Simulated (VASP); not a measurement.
Input of a VASP 6.6.1 run:

The input POSCAR:

```
PbS
1.0
    3.6291370598      0.0000000000      0.0000000000
    0.0000000000      3.6291370598      0.0000000000
    0.0000000000      0.0000000000      3.6291370598
Pb S
1 1
Direct
    0.0000000000      0.0000000000      0.0000000000
    0.5000000000      0.5000000000      0.5000000000
```

File INCAR.step1:

```
  ALGO = Normal
  EDIFF = 1E-5
  ENCUT = 520
  GGA = PE
  ISIF = 2
  ISMEAR = -1
  LASPH = T
  LCHARG = F
  LREAL = F
  LWAVE = T
  NBANDS = 17
  NELM = 60
  PREC = Accurate
  SIGMA = 0.05
```

INCAR.step2

```
  ALGO = Normal
  EDIFF = 1E-6
  ENCUT = 520
  GGA = PE
  HFSCREEN = 0.2079
  ISIF = 2
  ISMEAR = -1
  ISTART = 1
  LASPH = T
  LCHARG = F
  LHFCALC = T
  LREAL = F
  LWAVE = F
  NBANDS = 17
  NELM = 60
  PREC = Accurate
  PRECFOCK = Normal
  SIGMA = 0.05
```

File KPOINTS:

```
k-points
0
Gamma
  4 4 4
```

Potentials or basis: VASP PAW PBE potentials, release 64 (Pb_d, S).

Launch:

```console
$ cat potpaw_PBE.64/Pb_d/POTCAR potpaw_PBE.64/S/POTCAR > POTCAR
$ cp INCAR.step1 INCAR
$ mpirun -np 1 vasp_std > vasp.out
$ cp INCAR.step2 INCAR
$ mpirun -np 1 vasp_std > vasp.out
```

(1) What does it give for the band gap on the k mesh?

(2) Predict the pressure.

## Answers

(1) zero (bands 10 and 11 overlap by 0.25 eV).

(2) -1.3 GPa.

Caveat: the k points lie up to 0.43 Å⁻¹ apart; the PAW data sets were made with another functional, which shifts forces and pressure a little; spin-orbit coupling is left out, which moves the levels of the heavy elements.
